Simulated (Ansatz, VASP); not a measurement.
# Mo: VASP beside Ansatz

```
Mo
1.0
     2.51269    0.00000    0.00000
    -1.25635    2.17606    0.00000
     0.00000    0.00000    2.96840
Mo
1
Direct
  0.00000 0.00000 0.50000
```

Alike in both runs: task single point; functional PBEsol; k mesh 30 × 30 × 26; occupations gaussian, width 0.15 eV; no spin polarisation.

|  | VASP | Ansatz |
| --- | --- | --- |
| version | VASP 6.6.1 | Ansatz 0.2.0 |
| potentials or method | VASP PAW PBE potentials, release 64 (Mo_sv), cutoff 520 eV | scalar-relativistic, plane waves, PAW |
| valence electrons in the cell | 14 | 14 |

VASP gave:

| Property | Result |
| --- | --- |
| gap on the k mesh at the Fermi level (eV) | none |
| pressure (GPa) | 18.1 |
| traceless stress, the component that is largest in VASP (GPa) | -38.85 |

Problem. Which values does Ansatz return?

Solution. gap on the k mesh at the Fermi level (eV): none; pressure (GPa): 17.3; traceless stress, the component that is largest in VASP (GPa): -38.35.

VASP's potentials were made for PBE, not for PBEsol. A gap of «none» marks a metal or a gap that the smearing closes. The functional is the same, so the differences come from potentials, cutoffs and numerics.
